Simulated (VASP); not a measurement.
# V (Fm-3m) in VASP: a series of runs

The runs below take V through single point, with PBE.

Program: VASP 6.6.1. These are calculated values, not measurements. Logs are shortened: lines on timing, memory, paths and dates and some standing lists are left out, and cuts for length are marked.

## 1. The cell of the first run

The structure is cubic, space group Fm-3m (No. 225). Conventional cell: a = 3.830 Å, b = 3.830 Å, c = 3.830 Å, α = 90.00°, β = 90.00°, γ = 90.00°. V (site symmetry m-3m) has 12 V at 2.71 Å within 3.6 Å.

## 2. Single point, PBE, collinear spin, zero start

The input, INCAR:

```
SYSTEM = V
ALGO = Normal ; EDIFF = 1E-6
ENCUT = 500 ; GGA = PE
GGA_COMPAT = .FALSE. ; ISIF = 2
ISMEAR = -1 ; ISPIN = 2
LASPH = .TRUE. ; LCHARG = .FALSE.
LMAXMIX = 4 ; LORBIT = 11
LREAL = .FALSE. ; LWAVE = .FALSE.
MAGMOM = 0 ; NBANDS = 16
NELM = 200 ; PREC = Accurate
SIGMA = 0.1
```

The input, KPOINTS:

```
k-points
0
G
  8 8 8
  0 0 0
```

The input, POSCAR:

```
V
1.0
    0.0000000000      1.9147510000      1.9147510000
    1.9147510000      0.0000000000      1.9147510000
    1.9147510000      1.9147510000      0.0000000000
V
1
Direct
    0.0000000000      0.0000000000      0.0000000000
```

Potentials or basis: VASP PAW PBE potentials, release 64 (V_sv).

Command:

```console
$ cat potpaw_PBE.64/V_sv/POTCAR > POTCAR
$ mpirun -np 1 vasp_std > vasp.out
```

OUTCAR:

```text
SYSTEM = V
   EDIFF = 1E-6
   ENCUT = 500
   GGA = PE
   ISIF = 2
   ISMEAR = -1
   ISPIN = 2
   LASPH = .TRUE.
   LORBIT = 11
   LREAL = .FALSE.
   NELM = 200
   PREC = Accurate

 ion  position               nearest neighbor table
   1  0.000  0.000  0.000-

  LATTYP: Found a face centered cubic cell.
 ALAT       =     3.8295020000

  Lattice vectors:

 A1 = (   0.0000000000,   1.9147510000,   1.9147510000)
 A2 = (   1.9147510000,   0.0000000000,   1.9147510000)
 A3 = (   1.9147510000,   1.9147510000,   0.0000000000)

Analysis of symmetry for initial positions (statically):
=====================================================================
 Subroutine PRICEL returns:
 Original cell was already a primitive cell.

 Routine SETGRP: Setting up the symmetry group for a
 face centered cubic supercell.

 Subroutine GETGRP returns: Found 48 space group operations
 (whereof 48 operations were pure point group operations)
 out of a pool of 48 trial point group operations.

The static configuration has the point symmetry O_h .

Analysis of symmetry for dynamics (positions and initial velocities):
=====================================================================
 Subroutine PRICEL returns:
 Original cell was already a primitive cell.

 Routine SETGRP: Setting up the symmetry group for a
 face centered cubic supercell.

 Subroutine GETGRP returns: Found 48 space group operations
 (whereof 48 operations were pure point group operations)
 out of a pool of 48 trial point group operations.

The dynamic configuration has the point symmetry O_h .

Analysis of structural, dynamic, and magnetic symmetry:
=====================================================================
 Subroutine PRICEL returns:
 Original cell was already a primitive cell.

 Routine SETGRP: Setting up the symmetry group for a
 face centered cubic supercell.

 Subroutine GETGRP returns: Found 48 space group operations
 (whereof 48 operations were pure point group operations)
 out of a pool of 48 trial point group operations.

The overall configuration has the point symmetry O_h .

 Subroutine INISYM returns: Found 48 space group operations
 (whereof 48 operations are pure point group operations),
 and found     1 'primitive' translations

----------------------------------------------------------------------------------------

                                     Primitive cell

  volume of cell :      14.0400

  direct lattice vectors                    reciprocal lattice vectors
     0.000000000  1.914751000  1.914751000    -0.261130560  0.261130560  0.261130560
     1.914751000  0.000000000  1.914751000     0.261130560 -0.261130560  0.261130560
     1.914751000  1.914751000  0.000000000     0.261130560  0.261130560 -0.261130560

  length of vectors
     2.707866833  2.707866833  2.707866833     0.452291397  0.452291397  0.452291397

  position of ions in fractional coordinates (direct lattice)
     0.000000000  0.000000000  0.000000000

  ion indices of the primitive-cell ions
   primitive index   ion index
                 1           1

----------------------------------------------------------------------------------------

 KPOINTS: k-points

Automatic generation of k-mesh.
 Grid dimensions read from file:
 generate k-points for:    8    8    8

 Generating k-lattice:

  Cartesian coordinates                     Fractional coordinates (reciprocal lattice)
    -0.032641320  0.032641320  0.032641320     0.125000000  0.000000000  0.000000000
     0.032641320 -0.032641320  0.032641320     0.000000000  0.125000000  0.000000000
     0.032641320  0.032641320 -0.032641320     0.000000000  0.000000000  0.125000000

  Length of vectors
     0.056536425  0.056536425  0.056536425

  Shift w.r.t. Gamma in fractional coordinates (k-lattice)
     0.000000000  0.000000000  0.000000000

 Subroutine IBZKPT returns following result:
 ===========================================

 Found     29 irreducible k-points:

 Following reciprocal coordinates:
            Coordinates               Weight
  0.000000  0.000000  0.000000      1.000000
  0.125000  0.000000  0.000000      8.000000
  0.250000  0.000000  0.000000      8.000000
  0.375000  0.000000  0.000000      8.000000
  0.500000  0.000000  0.000000      4.000000
  0.125000  0.125000  0.000000      6.000000
[... 16 lines left out ...]
  0.500000  0.250000  0.125000     48.000000
 -0.375000  0.250000  0.125000     24.000000
 [... further k-points ...]
   k-points           NKPTS =     29   k-points in BZ     NKDIM =     29   number of bands    NBANDS=     16
   number of dos      NEDOS =    301   number of ions     NIONS =      1
   total plane-waves  NPLWV =   8000
   dimension x,y,z NGX =    20 NGY =   20 NGZ =   20
   dimension x,y,z NGXF=    40 NGYF=   40 NGZF=   40
   ions per type =               1
   NGX,Y,Z   is equivalent  to a cutoff of  12.28, 12.28, 12.28 a.u.
   NGXF,Y,Z  is equivalent  to a cutoff of  24.56, 24.56, 24.56 a.u.
 SYSTEM =  V
   PREC   = accura    normal or accurate (medium, high low for compatibility)
   ISTART =      0    job   : 0-new  1-cont  2-samecut
   ICHARG =      2    charge: 1-file 2-atom 10-const
   ISPIN  =      2    spin polarized calculation?
   LNONCOLLINEAR =      F non collinear calculations
   LSORBIT =      F    spin-orbit coupling
   LASPH  =      T    aspherical Exc in radial PAW
   ENCUT  =  500.0 eV  36.75 Ry    6.06 a.u.   4.94  4.94  4.94*2*pi/ulx,y,z
   NELM   =    200;   NELMIN=  2; NELMDL= -5     # of ELM steps
   EDIFF  = 0.1E-05   stopping-criterion for ELM
   LREAL  =      F    real-space projection
   EDIFFG = 0.1E-04   stopping-criterion for IOM
   NSW    =      0    number of steps for IOM
   IBRION =     -1    ionic relax: 0-MD 1-quasi-New 2-CG
   NFREE  =      0    steps in history (QN), initial steepest desc. (CG)
   ISIF   =      2    stress and relaxation
   ISYM   =      2    0-nonsym 1-usesym 2-fastsym
   POTIM  = 0.5000    time-step for ionic-motion
   TEBEG  =    0.0;   TEEND  =   0.0 temperature during run
   PSTRESS=    0.0 pullay stress
   NELECT =      13.0000    total number of electrons
   NUPDOWN=      -1.0000    fix difference up-down
   EMIN   =  10.00;   EMAX   =-10.00  energy-range for DOS
   EFERMI =   0.00;   METHOD = LEGACY
   ISMEAR =    -1;   SIGMA  =   0.10  broadening in eV -4-tet -1-fermi 0-gaus
   EFERMI_NEDOS =   21; number of points for ismear=-14 and -15
   IALGO  =     38    algorithm
   IMIX   =      4    mixing-type and parameters
     AMIX     =   0.40;   BMIX     =  1.00
     AMIX_MAG =   1.60;   BMIX_MAG =  1.00
  volume/ion in A,a.u.               =      14.04        94.75
  Fermi-wavevector in a.u.,A,eV,Ry     =   1.595635  3.015314 34.641142  2.546052
  Thomas-Fermi vector in A             =   2.693523
   LORBIT       =     11    0 simple, 1 ext, 2 COOP (PROOUT), +10 PAW based schemes
   GGA     = PE    functional components
   LHFCALC =     F    Hartree Fock is set to
   AEXX    =    0.0000 exact exchange contribution
   IVDW    =     0    specifies the selected vdW correction
   LEPSILON=     F    determine dielectric tensor
   LRPA    =     F    only Hartree local field effects (RPA)
 spin polarized calculation
  energy-cutoff  :      500.00
  volume of cell :       14.04
 maximum number of plane-waves:       363
   NGX =  9   NGY =  9   NGZ =  9

 number of electron      12.9999999 magnetization       0.0000012

 number of electron      12.9999999 magnetization      -0.0000001

 Free energy of the ion-electron system (eV)
  ---------------------------------------------------
  ext. energy  EPLUGINS =         0.00000000
  ---------------------------------------------------
  free energy    TOTEN  =        -8.77149981 eV

  energy without entropy =       -8.70752587  energy(sigma->0) =       -8.73951284

 E-fermi :   9.5113     XC(G=0): -12.6848

 val. band max:        9.4973287524   @ k =   0.3750   0.2500   0.1250
 cond. band min:       9.5113112460   @ k =   0.3750   0.1250   0.0000
 fundamental gap:      0.0139824936
 Fermi energy:         9.5112869844

 spin component 1

 k-point     1 :       0.0000    0.0000    0.0000
  band No.  band energies     occupation
      1     -54.5826      1.00000
      2     -27.9532      1.00000
      3     -27.9532      1.00000
      4     -27.9532      1.00000
      5       2.7084      1.00000
      6       9.6696      0.17032
[... 8 lines left out ...]
     15      36.5930      0.00000
     16      37.4441      0.00000

 k-point     2 :       0.1250    0.0000    0.0000
  band No.  band energies     occupation
      1     -54.5600      1.00000
      2     -28.0715      1.00000
      3     -27.9680      1.00000
      4     -27.9680      1.00000
      5       3.2701      1.00000
      6       9.3909      0.76922
[... 8 lines left out ...]
     15      36.2596      0.00000
     16      37.2579      0.00000
[... 387 lines left out ...]
      5       6.9696      1.00000
      6       8.2703      1.00000
[... 8 lines left out ...]
     15      35.1069      0.00000
     16      39.7059      0.00000

 k-point    24 :      -0.3750    0.2500    0.1250
  band No.  band energies     occupation
      1     -54.4012      1.00000
      2     -28.6266      1.00000
      3     -28.2585      1.00000
      4     -28.1183      1.00000
      5       7.2975      1.00000
      6       8.1521      1.00000
[... 8 lines left out ...]
     15      35.5317      0.00000
     16      40.0541      0.00000

 [... further k-points ...]

 spin component 2

 k-point     1 :       0.0000    0.0000    0.0000
  band No.  band energies     occupation
      1     -54.5826      1.00000
      2     -27.9532      1.00000
      3     -27.9532      1.00000
      4     -27.9532      1.00000
      5       2.7084      1.00000
      6       9.6696      0.17032
[... 8 lines left out ...]
     15      36.5930      0.00000
     16      37.4441      0.00000

 k-point     2 :       0.1250    0.0000    0.0000
  band No.  band energies     occupation
      1     -54.5600      1.00000
      2     -28.0715      1.00000
      3     -27.9680      1.00000
      4     -27.9680      1.00000
      5       3.2701      1.00000
      6       9.3909      0.76922
[... 8 lines left out ...]
     15      36.2596      0.00000
     16      37.2579      0.00000
[... 387 lines left out ...]
      5       6.9696      1.00000
      6       8.2703      1.00000
[... 8 lines left out ...]
     15      35.1069      0.00000
     16      39.7059      0.00000

 k-point    24 :      -0.3750    0.2500    0.1250
  band No.  band energies     occupation
      1     -54.4012      1.00000
      2     -28.6266      1.00000
      3     -28.2585      1.00000
      4     -28.1183      1.00000
      5       7.2975      1.00000
      6       8.1521      1.00000
[... 8 lines left out ...]
     15      35.5317      0.00000
     16      40.0541      0.00000

 [... further k-points ...]
[... 5 lines left out ...]
  --------------------------------------------------------------------------------------
  -------------------------------------------------------------------------------------
  Total       -0.0878142     -0.0878142     -0.0878142     -0.0000000      0.0000000      0.0000000
  in kB      -10.0209386    -10.0209386    -10.0209386     -0.0000000      0.0000000      0.0000000
  external PRESSURE =     -10.0209386 kB  Pullay stress =       0.0000000 kB

 VOLUME and BASIS-vectors are now :
 -----------------------------------------------------------------------------
  energy-cutoff  :      500.00
  volume of cell :       14.04
      direct lattice vectors                 reciprocal lattice vectors
     0.000000000  1.914751000  1.914751000    -0.261130560  0.261130560  0.261130560
     1.914751000  0.000000000  1.914751000     0.261130560 -0.261130560  0.261130560
     1.914751000  1.914751000  0.000000000     0.261130560  0.261130560 -0.261130560

 POSITION                                       TOTAL-FORCE (eV/Angst)
 -----------------------------------------------------------------------------------
      0.00000      0.00000      0.00000        -0.000000     -0.000000     -0.000000
 -----------------------------------------------------------------------------------
    total drift:                               -0.000000     -0.000000     -0.000000

  FREE ENERGIE OF THE ION-ELECTRON SYSTEM (eV)
  ---------------------------------------------------
  free  energy   TOTEN  =        -8.7714998083 eV

  energy  without entropy=       -8.7075258706  energy(sigma->0) =       -8.73951284

 total charge

# of ion       s       p       d       tot
------------------------------------------
    1        2.337   6.224   3.011  11.572

 magnetization (x)

# of ion       s       p       d       tot
------------------------------------------
    1       -0.000  -0.000  -0.000  -0.000
```

It took 6.9 s on 1 thread of AMD EPYC 9R45 (Zen 5), shared host; peak memory 0.1 GiB.

Results:

```yaml
Free_energy: -8.7715 eV
Pressure: -1.0 GPa
Net_moment: 0.00 μB per cell
Valence_electrons_inside_the_program's_atomic_spheres: V 11.57
```

Levels at points of the mesh, in eV from the Fermi level:
Spin up:
```
           k point  band 4  band 5  band 6  band 7  band 8  band 9
(0.00, 0.00, 0.00)  -37.46   -6.80    0.16    0.16    0.16    1.87
(0.50, 0.00, 0.00)  -37.57   -3.29    0.04    0.04    0.76    3.01
(0.50, 0.50, 0.00)  -37.74   -3.41   -2.57    3.00    3.31    3.31
```
Spin down:
```csv
k point,band 3,band 4,band 5,band 6,band 7,band 8,band 9,band 10
"(0.00, 0.00, 0.00)",-37.46,-37.46,-6.80,0.16,0.16,0.16,1.87,1.87
"(0.50, 0.00, 0.00)",-37.57,-37.57,-3.29,0.04,0.04,0.76,3.01,3.01
"(0.50, 0.50, 0.00)",-37.74,-37.74,-3.41,-2.57,3.00,3.31,3.31,3.33
```

## 3. Single point, PBE, collinear spin, zero start

The input, INCAR:

```
PREC     = Accurate       # precision mode
ENCUT    = 500            # plane-wave cutoff, eV
EDIFF    = 1E-6           # SCF threshold, eV
ISMEAR   = -1             # smearing method
SIGMA    = 0.1            # smearing width, eV
LREAL    = False          # projectors in reciprocal space
LASPH    = True           # aspherical terms in the spheres
NELM     = 200            # most SCF steps
ALGO     = Normal         # electronic algorithm
ISIF     = 2              # what is computed and relaxed
LWAVE    = False          # write WAVECAR
LCHARG   = False          # write CHGCAR
ISPIN    = 2              # spin polarisation
MAGMOM   = 0              # initial moments
LORBIT   = 11             # projections on sites
LMAXMIX  = 4              # l up to which the mixer works
GGA      = PE             # functional
NBANDS   = 16             # bands
GGA_COMPAT= False
```

The input, KPOINTS:

```
regular mesh
0
Gamma
  8 8 8
```

POSCAR is that of step 2.

Potentials or basis: VASP PAW PBE potentials, release 64 (V_sv).

Command:

```console
$ cat potpaw_PBE.64/V_sv/POTCAR > POTCAR
$ mpirun -np 1 vasp_std > vasp.out
```

Run time: 7 s. Hardware: 1 thread of AMD EPYC 9R45 (Zen 5), shared host; peak memory 0.1 GiB.

It converged, with:

```
Free energy                                           : -8.7715 eV
Pressure                                              : -1.0 GPa
Net moment                                            : 0.00 μB per cell
Valence electrons inside the program's atomic spheres : V 11.57
```

Levels at points of the mesh, in eV from the Fermi level:
Spin up:
| k point | band 2 | band 3 | band 4 | band 5 | band 6 | band 7 | band 8 | band 9 | band 10 | band 11 |
| --- | --- | --- | --- | --- | --- | --- | --- | --- | --- | --- |
| (0.00, 0.00, 0.00) | -37.46 | -37.46 | -37.46 | -6.80 | 0.16 | 0.16 | 0.16 | 1.87 | 1.87 | 17.56 |
| (0.50, 0.00, 0.00) | -38.25 | -37.57 | -37.57 | -3.29 | 0.04 | 0.04 | 0.76 | 3.01 | 3.01 | 8.84 |
| (0.50, 0.50, 0.00) | -38.19 | -37.74 | -37.74 | -3.41 | -2.57 | 3.00 | 3.31 | 3.31 | 3.33 | 11.55 |
Spin down:
```tsv
k point	band 3	band 4	band 5	band 6	band 7	band 8	band 9	band 10
(0.00, 0.00, 0.00)	-37.46	-37.46	-6.80	0.16	0.16	0.16	1.87	1.87
(0.50, 0.00, 0.00)	-37.57	-37.57	-3.29	0.04	0.04	0.76	3.01	3.01
(0.50, 0.50, 0.00)	-37.74	-37.74	-3.41	-2.57	3.00	3.31	3.31	3.33
```
